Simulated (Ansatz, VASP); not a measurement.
HfSiO4 in VASP and in Ansatz

Contents of POSCAR:

```
HfSiO4
1.0
   -3.3237313842      3.3237313842      3.0156266350
    3.3237313842     -3.3237313842      3.0156266350
    3.3237313842      3.3237313842     -3.0156266350
Hf Si O
2 2 8
Direct
    0.0000000000      0.0000000000      0.0000000000
    0.7500000000      0.2500000000      0.5000000000
    0.2500000000      0.7500000000      0.5000000000
    0.5000000000      0.5000000000      0.0000000000
    0.1360686481      0.3196574002      0.8164112479
    0.0696574002      0.7532461524      0.6835887521
    0.0696574002      0.3860686481      0.3164112479
    0.5032461524      0.3196574002      0.1835887521
    0.6803425998      0.4967538476      0.8164112479
    0.6139313519      0.9303425998      0.6835887521
    0.2467538476      0.9303425998      0.3164112479
    0.6803425998      0.8639313519      0.1835887521
```

The input INCAR.step1:

```
SYSTEM = HfSiO4
  ALGO = Normal
  EDIFF = 1E-4
  ENCUT = 520
  GGA = PE
  ISMEAR = 0
  LASPH = .True.
  LCHARG = .False.
  LREAL = .False.
  LWAVE = .True.
  NBANDS = 50
  NELM = 60
  PREC = Accurate
  SIGMA = 0.01
```

The input INCAR.step2:

```
SYSTEM = HfSiO4
  ALGO = Normal
  EDIFF = 1E-6
  ENCUT = 520
  ISIF = 2
  ISMEAR = 0
  ISTART = 1
  LASPH = .True.
  LCHARG = .False.
  LMIXTAU = .True.
  LREAL = .False.
  LWAVE = .False.
  METAGGA = R2SCAN
  NBANDS = 50
  NELM = 60
  PREC = Accurate
  SIGMA = 0.01
```

The input KPOINTS:

```
k-points
0
Gamma
  6 6 6
  0 0 0
```

Input for Ansatz:

```yaml
crystal:
  lattice:
    - [-3.3237313842, 3.3237313842, 3.015626635]
    - [3.3237313842, -3.3237313842, 3.015626635]
    - [3.3237313842, 3.3237313842, -3.015626635]
  atoms:
    - { symbol: Hf, position: [0.0, 0.0, 0.0] }
    - { symbol: Hf, position: [0.75, 0.25, 0.5] }
    - { symbol: Si, position: [0.25, 0.75, 0.5] }
    - { symbol: Si, position: [0.5, 0.5, 0.0] }
    - { symbol: O, position: [0.1360686481, 0.3196574002, 0.8164112479] }
    - { symbol: O, position: [0.0696574002, 0.7532461524, 0.6835887521] }
    - { symbol: O, position: [0.0696574002, 0.3860686481, 0.3164112479] }
    - { symbol: O, position: [0.5032461524, 0.3196574002, 0.1835887521] }
    - { symbol: O, position: [0.6803425998, 0.4967538476, 0.8164112479] }
    - { symbol: O, position: [0.6139313519, 0.9303425998, 0.6835887521] }
    - { symbol: O, position: [0.2467538476, 0.9303425998, 0.3164112479] }
    - { symbol: O, position: [0.6803425998, 0.8639313519, 0.1835887521] }
kpoints:
  mp_grid: { grid: [6, 6, 6] }
  band_path:
    path:
      - [0.0, 0.0, 0.0]
      - [0.0, 0.0, 0.5]
      - [-0.5, 0.5, 0.5]
      - [0.4557990254, 0.4557990254, -0.4557990254]
      - [-0.4557990254, 0.5442009746, 0.4557990254]
      - [0.25, 0.25, 0.25]
      - [0.0, 0.5, 0.0]
      - [0.1666666667, 0.1666666667, 0.1666666667]
      - [0.182292, 0.307292, 0.255208]
    npoints: 1
hamiltonian:
  xc: r2scan
scf:
  occupations: { method: fixed }
  n_extra_bands: 7
output:
  forces: true
  stress: true
  eigenvalues: true
```

Change from the starting cell: hydrostatic strain +1.0%.

Alike in both runs: task single point; functional r2SCAN; k mesh 6 × 6 × 6; no spin polarisation.

```csv
,VASP,Ansatz
version,VASP 6.6.1,Ansatz 0.2.0
potentials or method,"VASP PAW PBE potentials, release 64 (Hf_pv, Si, O)","plane waves, PAW"
plane-wave cutoff (eV),520,500
occupations,"gaussian, width 0.01 eV",fixed
valence electrons in the cell,76,108
```

Ansatz gave:

```
gap on the k mesh at the Fermi level (eV)                     : 5.84
pressure (GPa)                                                : -6.7
traceless stress, the component that is largest in VASP (GPa) : -0.97
rms of the force components (eV/Å)                            : 0.000
```

Which values does VASP return?

gap on the k mesh at the Fermi level (eV): 5.78; pressure (GPa): -8.3; traceless stress, the component that is largest in VASP (GPa): -0.59; rms of the force components (eV/Å): 0.097.

VASP's potentials were made for PBE, not for r2SCAN. Atom by atom the forces differ by 0.097 eV/Å (rms over components). VASP's potentials hold 76 valence electrons a cell and Ansatz's 108, so a difference there can come from the potentials and not from the codes.

Spin-orbit coupling is off throughout.
